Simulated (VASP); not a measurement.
Write the native input for VASP 6.6.1 that does the following.

```yaml
Task: single point
Functional: PBEsol
Potentials_or_basis: VASP PAW PBE potentials, release 64 (Cd, Se)
Cutoff: 520 eV
k_mesh: 12 × 12 × 6
Occupations: gaussian, width 0.02 eV
Spin: no spin polarisation
Dipole_correction: no
Further_INCAR_settings: ALGO = Normal; EDIFF = 1e-06; NBANDS = 26
```

The structure of CdSe lies in POSCAR:

```
CdSe
1.0
    4.1323622076      0.0000000000      0.0000000000
   -2.0661811038      3.5787306495      0.0000000000
    0.0000000000      0.0000000000      6.7678390951
Cd Se
2 2
Direct
    0.6666666667      0.3333333333      0.5006243671
    0.3333333333      0.6666666667      1.0006243671
    0.6666666667      0.3333333333      0.8752356329
    0.3333333333      0.6666666667      0.3752356329
```

One way to write it, as run:

INCAR

```
  PREC = Accurate
  ENCUT = 520
  EDIFF = 1E-6
  ISMEAR = 0
  SIGMA = 0.02
  LREAL = False
  LASPH = True
  NELM = 80
  ALGO = Normal
  ISIF = 2
  LWAVE = False
  LCHARG = True
  GGA = PS
  LELF = True
  LVHAR = True
  NBANDS = 26
```

KPOINTS

```
regular mesh
0
Gamma
  12 12 6
```

Potentials or basis: VASP PAW PBE potentials, release 64 (Cd, Se).

Launch:

```bash
$ cat potpaw_PBE.64/Cd/POTCAR potpaw_PBE.64/Se/POTCAR > POTCAR
$ mpirun -np 1 vasp_std > vasp.out
```

Results of the run:

| Item | Value |
| --- | --- |
| Pressure | 8.5 GPa |
| Largest force | 0.009 eV/Å |
| Band gap on the k mesh | 0.78 eV |

Caveat: the cell stands under pressure; semilocal functionals underestimate gaps, and a narrow one can read as zero; the PAW data sets were made with another functional, which shifts forces and pressure a little.

Run time: 61 s on 1 thread of Intel(R) Xeon(R) 6975P-C (Granite Rapids) (shared host), peak memory 0.33 GiB.
